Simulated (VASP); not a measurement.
The system is LiF.

```xyz
4
Lattice="3.1245 0.0000 0.0000 -1.5622 2.7059 0.0000 0.0000 0.0000 4.9043" Properties=species:S:1:pos:R:3 pbc="T T T"
Li    0.0000    1.8039   -0.0289
Li    1.5622    0.9020    2.4233
F     0.0000    1.8039    1.8680
F     1.5622    0.9020    4.3202
```

| Item | Value |
| --- | --- |
| Program | VASP 6.6.1 |
| Task | relaxation of cell and atoms |
| Functional | LDA |
| Potentials or basis | VASP PAW LDA potentials, release 64 (Li_sv, F) |
| Cutoff | 600 eV |
| k mesh | 12 × 12 × 6 |
| Occupations | fermi-dirac, width 0.02 eV |
| Spin | no spin polarisation |

At the start: pressure -6.2 GPa; volume 10.37 Å³/atom.

**Question.** Where does the relaxation end?

**Answer.** Over 11 steps the energy falls by 25.7 meV/atom and the volume is 9.16 Å³/atom (-11.6 %); space group P6_3mc (No. 186, to 0.1 Å) before and after.

The path:
| step | energy change (eV) | largest force (eV/Å) | pressure (GPa) | volume (Å³) |
| --- | --- | --- | --- | --- |
| 1 | 0.0000 | 0.0074 | -6.17 | 41.46 |
| 2 | -0.0729 | 0.0037 | -3.62 | 39.11 |
| 3 | -0.1008 | 0.0163 | -0.50 | 37.03 |
| 4 | -0.1013 | 0.0186 | 0.02 | 36.72 |
| 5 | -0.1013 | 0.0178 | -0.13 | 36.81 |
| 6 | -0.1014 | 0.0158 | -0.13 | 36.81 |
| 7 | -0.1018 | 0.0102 | -0.12 | 36.80 |
| 8 | -0.1023 | 0.0005 | -0.11 | 36.77 |
| 9 | -0.1027 | 0.0141 | -0.12 | 36.70 |
| 10 | -0.1022 | 0.0365 | 0.29 | 36.48 |
| 11 | -0.1028 | 0.0004 | -0.01 | 36.64 |

Final structure:
```xyz
4
Lattice="3.0283 0.0000 0.0000 -1.5142 2.6226 0.0000 0.0000 0.0000 4.6131" Properties=species:S:1:pos:R:3 pbc="T T T"
Li    0.0000    1.7484    4.5645
Li    1.5142    0.8742    2.2580
F     0.0000    1.7484    1.7785
F     1.5142    0.8742    4.0851
```

Caveat: the cutoff is under 1.25 times the usual one of these potentials, so pressure, stress and relaxed cells hold a basis-set (Pulay) error.
